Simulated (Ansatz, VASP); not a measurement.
PbF2: VASP beside Ansatz

Contents of INCAR:

```
SYSTEM = PbF2
  PREC = Accurate
  ENCUT = 520
  EDIFF = 1E-6
  ISMEAR = 0
  SIGMA = 0.05
  LREAL = .FALSE.
  LASPH = .TRUE.
  NELM = 60
  ALGO = Normal
  ISIF = 2
  LWAVE = .FALSE.
  LCHARG = .FALSE.
  GGA = CA
  NBANDS = 21
```

KPOINTS

```
regular mesh
0
G
  8 8 8
  0 0 0
```

The input POSCAR:

```
PbF2
1.0
    0.0000000000      2.9253022500      2.9253022500
    2.9698500000     -0.0445477500      2.9698500000
    2.9698500000      2.9698500000     -0.0445477500
Pb F
1 2
Direct
    0.0000000000      0.0000000000      0.0000000000
    0.2500000000      0.2500000000      0.2500000000
    0.7500000000      0.7500000000      0.7500000000
```

Input for Ansatz:

```yaml
crystal:
  lattice:
    - [0.0, 2.92530225, 2.92530225]
    - [2.96985, -0.04454775, 2.96985]
    - [2.96985, 2.96985, -0.04454775]
  atoms:
    - { symbol: Pb, position: [0.0, 0.0, 0.0] }
    - { symbol: F, position: [0.25, 0.25, 0.25] }
    - { symbol: F, position: [0.75, 0.75, 0.75] }
basis:
  ecutwfc: 420
kpoints:
  mp_grid: { grid: [8, 8, 8] }
hamiltonian:
  xc: lda
scf:
  occupations: { method: gaussian, width: 0.05 }
output:
  forces: true
  stress: true
  eigenvalues: true
```

Change from the starting cell: strain -0.0300 x Voigt [0, 0, 0, 1, 0, 0], atoms carried along.

Alike in both runs: task single point; functional LDA; k mesh 8 × 8 × 8; occupations gaussian, width 0.05 eV; no spin polarisation.

|  | VASP | Ansatz |
| --- | --- | --- |
| version | VASP 6.6.1 | Ansatz 0.2.0 |
| potentials or method | VASP PAW LDA potentials, release 64 (Pb_d, F), cutoff 520 eV | scalar-relativistic, plane waves, PAW |
| valence electrons in the cell | 28 | 28 |

```tsv
	VASP	Ansatz	Ansatz less VASP
gap on the k mesh at the Fermi level (eV)	4.21	4.25	+0.036
least direct gap on the mesh (eV)	4.37	4.41	+0.041
pressure (GPa)	-4.9	-4.8	+0.01
traceless stress, the component that is largest in VASP (GPa)	0.85	0.82	-0.025
rms of the force components (eV/Å)	0.027	0.025	-0.0014
```

LDA's correlation is that of Perdew and Zunger in VASP and of Perdew and Wang (1992) in Ansatz. Atom by atom the forces differ by 0.001 eV/Å (rms over components).

Spin-orbit coupling is off throughout.
